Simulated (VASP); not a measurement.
A run of VASP 6.6.1 is set up as follows.

POSCAR

```
HfN
1.0
    3.0990149869      0.0000000000      0.0000000000
   -1.5495074934      2.6838257053      0.0000000000
    0.0000000000      0.0000000000      2.9130017211
Hf N
1 1
Direct
    0.0000000000      0.0000000000      0.0000000000
    0.6666666667      0.3333333333      0.5000000000
```

INCAR.step1

```
SYSTEM = HfN
ALGO     = Normal         ! electronic algorithm
EDIFF    = 1E-5           ! SCF threshold, eV
ENCUT    = 660            ! plane-wave cutoff, eV
GGA      = PE             ! functional
GGA_COMPAT= .False.      
ISMEAR   = 0              ! smearing method
LASPH    = .True.         ! aspherical terms in the spheres
LCHARG   = .False.        ! write CHGCAR
LREAL    = .False.        ! projectors in reciprocal space
LWAVE    = .True.         ! write WAVECAR
NBANDS   = 14             ! bands
NELM     = 120            ! most SCF steps
PREC     = Accurate       ! precision mode
SIGMA    = 0.05           ! smearing width, eV
```

INCAR.step2

```
SYSTEM = HfN
ALGO     = Normal         ! electronic algorithm
EDIFF    = 1E-6           ! SCF threshold, eV
ENCUT    = 660            ! plane-wave cutoff, eV
GGA_COMPAT= .False.      
ISIF     = 2              ! what is computed and relaxed
ISMEAR   = 0              ! smearing method
ISTART   = 1            
LASPH    = .True.         ! aspherical terms in the spheres
LCHARG   = .False.        ! write CHGCAR
LMIXTAU  = .True.       
LREAL    = .False.        ! projectors in reciprocal space
LWAVE    = .False.        ! write WAVECAR
METAGGA  = R2SCAN         ! meta-GGA
NBANDS   = 14             ! bands
NELM     = 120            ! most SCF steps
PREC     = Accurate       ! precision mode
SIGMA    = 0.05           ! smearing width, eV
```

The input KPOINTS:

```
k-points
0
Gamma
  14 14 12
  0 0 0
```

Potentials or basis: VASP PAW PBE potentials, release 64 (Hf_pv, N).

Run with:

```sh
$ cat potpaw_PBE.64/Hf_pv/POTCAR potpaw_PBE.64/N/POTCAR > POTCAR
$ cp INCAR.step1 INCAR
$ mpirun -np 1 vasp_std > vasp.out
$ cp INCAR.step2 INCAR
$ mpirun -np 1 vasp_std > vasp.out
```

**Question.** Estimate the pressure.

**Answer.** -6.1 GPa.

**Question.** Estimate the band gap on the k mesh.

**Answer.** Zero (an odd number of electrons rules out a gap without spin polarisation).

Stress tensor (GPa, compression positive):
```
-5.51  0.00  0.00
 0.00 -5.51  0.00
 0.00  0.00 -7.41
```

Caveat: the cell stands under tension; the PAW data sets were made with another functional, which shifts forces and pressure a little; spin-orbit coupling is left out, which moves the levels of the heavy elements.
